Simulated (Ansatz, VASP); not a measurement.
## Two plane-wave programs on Cd4SeS3

```
Cd Se S
1.0
     5.99197    0.00000    0.00000
     0.00000    5.99197    0.00000
     0.00000    0.00000    5.99197
Cd Se S
4 1 3
Direct
  0.24427 0.75573 0.24427
  0.24427 0.24427 0.75573
  0.75573 0.75573 0.75573
  0.75573 0.24427 0.24427
  0.50000 0.50000 0.50000
  0.50000 0.00000 0.00000
  0.00000 0.00000 0.50000
  0.00000 0.50000 0.00000
```

Alike in both runs: functional PBE; k mesh 6 × 6 × 6; occupations gaussian, width 0.02 eV; no spin polarisation.

Ansatz relaxed the structure, and its values are those at the end. VASP's run is a single point on that final structure, the one shown.

```csv
,VASP,Ansatz
version,VASP 6.6.1,Ansatz 0.2.0
potentials or method,"VASP PAW PBE potentials, release 64 (Cd, Se, S), cutoff 520 eV","scalar-relativistic, plane waves, PAW"
valence electrons in the cell,72,114
```

|  | VASP | Ansatz | Ansatz less VASP |
| --- | --- | --- | --- |
| gap on the k mesh at the Fermi level (eV) | 0.88 | 0.87 | -0.001 |
| least direct gap on the mesh (eV) | 0.88 | 0.87 | -0.001 |
| pressure (GPa) | 0.3 | 0.0 | -0.29 |
| rms of the force components (eV/Å) | 0.007 | 0.007 | -0.0002 |

VASP's potentials hold 72 valence electrons a cell and Ansatz's 114, so a difference there can come from the potentials and not from the codes.
